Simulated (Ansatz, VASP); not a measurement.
**Two plane-wave programs on Al3GaN4**

```
Al Ga N
1.0
     5.04341    0.00000    0.00011
     0.00000    2.81707    0.00000
    -0.00324    0.00000    5.41799
Al Ga N
3 1 4
Direct
  0.50023 0.50000 0.16733
  0.00092 0.50000 0.83481
  0.00109 0.00000 0.33169
  0.49942 0.00000 0.66620
  0.11117 0.00000 0.66633
  0.12245 0.50000 0.16716
  0.62512 0.50000 0.84019
  0.62319 0.00000 0.32629
```

Change from the starting cell: strain -0.1000 x Voigt [0, 1, 0, 0, 0, 0], atoms carried along.

Alike in both runs: task single point; functional PBEsol; k mesh 6 × 8 × 4; occupations gaussian, width 0.05 eV; no spin polarisation.

|  | VASP | Ansatz |
| --- | --- | --- |
| version | VASP 6.6.1 | Ansatz 0.2.0 |
| potentials or method | VASP PAW PBE potentials, release 64 (Al, Ga_d, N), cutoff 520 eV | scalar-relativistic, plane waves, PAW |
| valence electrons in the cell | 42 | 42 |

|  | VASP | Ansatz | Ansatz less VASP |
| --- | --- | --- | --- |
| gap on the k mesh at the Fermi level (eV) | 3.55 | 3.54 | -0.015 |
| least direct gap on the mesh (eV) | 3.55 | 3.54 | -0.015 |
| pressure (GPa) | 28.9 | 28.7 | -0.12 |
| traceless stress, the component that is largest in VASP (GPa) | 34.77 | 34.47 | -0.304 |
| rms of the force components (eV/Å) | 1.062 | 1.052 | -0.0098 |

VASP's potentials were made for PBE, not for PBEsol. Atom by atom the forces differ by 0.023 eV/Å (rms over components). Both programs put the cell under a high pressure, so it lies far from rest at this level.
